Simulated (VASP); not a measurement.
Here is a VASP 6.6.1 calculation.

The input INCAR:

```
PREC     = Accurate       # precision mode
ENCUT    = 520            # plane-wave cutoff, eV
EDIFF    = 1E-6           # SCF threshold, eV
ISMEAR   = 0              # smearing method
SIGMA    = 0.1            # smearing width, eV
LREAL    = False          # projectors in reciprocal space
LASPH    = True           # aspherical terms in the spheres
NELM     = 80             # most SCF steps
ALGO     = Normal         # electronic algorithm
ISIF     = 2              # what is computed and relaxed
LWAVE    = False          # write WAVECAR
LCHARG   = True           # write CHGCAR
LDIPOL   = True         
IDIPOL   = 3            
DIPOL    = 0.5 0.5 0.359
GGA      = PE             # functional
LELF     = True           # ELF
LVHAR    = True         
LVACPOTAV= True         
NBANDS   = 28             # bands
```

File KPOINTS:

```
Automatic mesh
0
Gamma
  10 10 1
```

POSCAR

```
Ti3C
1.0
    2.8192036111      0.0000000000      0.0000000000
   -0.9397345370      2.6579706546      0.0000000000
    0.0000000000      0.0000000000     19.8263803360
Ti C
3 1
Direct
    0.5000000000      0.5000000000      0.2017514005
    0.0000000000      0.0000000000      0.3111715305
    0.5000000000      0.5000000000      0.4199647235
    0.6666666667      1.3333333333      0.5031232469
```

Potentials or basis: VASP PAW PBE potentials, release 64 (Ti_sv, C).

The run is started by

```sh
$ cat potpaw_PBE.64/Ti_sv/POTCAR potpaw_PBE.64/C/POTCAR > POTCAR
$ mpirun -np 1 vasp_std > vasp.out
```

Q: Predict the largest force.

A: 2.019 eV/Å.

Q: Estimate the band gap on the k mesh.

A: Zero (band 20 reaches 0.05 eV, above the bottom of band 21 at -0.45 eV).

Forces in eV/Å, atoms in the order of the input:
```
Ti   0.068 -0.048  0.029
Ti   0.014 -0.010 -0.654
Ti  -1.584  1.120  0.560
C    1.501 -1.061  0.065
```
